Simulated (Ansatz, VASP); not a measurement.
One calculation of GaN, two programs

```
Ga N
1.0
     3.21692    0.00000    0.00000
    -1.60846    2.78594    0.00000
     0.00000    0.00000   23.80000
Ga N
1 1
Direct
  0.33333 0.66667 0.29412
  0.66667 0.33333 0.29412
```

Alike in both runs: functional revPBE; dispersion D3(BJ); k mesh 12 × 12 × 1; occupations gaussian, width 0.03 eV; no spin polarisation.

Ansatz relaxed the structure, and its values are those at the end. VASP's run is a single point on that final structure, the one shown.

|  | VASP | Ansatz |
| --- | --- | --- |
| version | VASP 6.6.1 | Ansatz 0.2.0 |
| potentials or method | VASP PAW PBE potentials, release 64 (Ga_d, N), cutoff 520 eV | scalar-relativistic, plane waves, PAW |
| valence electrons in the cell | 18 | 18 |

VASP gave:

- gap on the k mesh at the Fermi level (eV): 2.19
- least direct gap on the mesh (eV): 2.49

Problem. What did Ansatz give for the same quantities?

Solution. gap on the k mesh at the Fermi level (eV): 2.18; least direct gap on the mesh (eV): 2.47.

VASP's potentials were made for PBE, not for revPBE. Ansatz's warnings: slab cell height set, structure snapped to symmetry, xc potential rough in thin density.
